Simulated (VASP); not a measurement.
Here is a VASP 6.6.1 calculation.

Contents of INCAR:

```
SYSTEM = BaTiO3
ALGO = Normal ; EDIFF = 1E-8
ENCUT = 1000 ; GGA = PE
GGA_COMPAT = .False. ; ISIF = 2
ISMEAR = -1 ; LASPH = .True.
LCHARG = .False. ; LEFG = .True.
LREAL = .False. ; LWAVE = .False.
NBANDS = 28 ; NELM = 120
PREC = Accurate ; SIGMA = 0.03
```

The input KPOINTS:

```
k-points
0
Gamma
  7 7 7
  0 0 0
```

File POSCAR:

```
BaTiO3
1.0
    3.9998000000     -0.0599970000     -0.0599970000
   -0.0599970000      3.9998000000     -0.0599970000
   -0.0602700000     -0.0602700000      4.0180000000
Ba Ti O
1 1 3
Direct
    0.0000000000      0.0000000000      0.0000000000
    0.5000000000      0.5000000000      0.5000000000
    0.5000000000      0.5000000000      0.0000000000
    0.5000000000      0.0000000000      0.5000000000
    0.0000000000      0.5000000000      0.5000000000
```

Potentials or basis: VASP PAW PBE potentials, release 64 (Ba_sv, Ti_sv, O_h).

Run with:

```console
$ cat potpaw_PBE.64/Ba_sv/POTCAR potpaw_PBE.64/Ti_sv/POTCAR potpaw_PBE.64/O_h/POTCAR > POTCAR
$ mpirun -np 1 vasp_std > vasp.out
```

Q: Estimate the pressure.

A: 3.8 GPa.

Q: What does it give for the band gap on the k mesh?

A: 1.61 eV.

Stress tensor (GPa, compression positive):
```
4.12 3.81 3.79
3.81 4.12 3.79
3.79 3.79 3.23
```

Caveat: the cell differs from its parent crystal (equal xy, yz and zx shear strains of -3 %); the cell stands under pressure; without QUAD_EFG the Cq values of the log hold for a quadrupole moment of 1 mb, not for the nuclei; spin-orbit coupling is left out, which moves the levels of the heavy elements. A k mesh can miss the band edges.
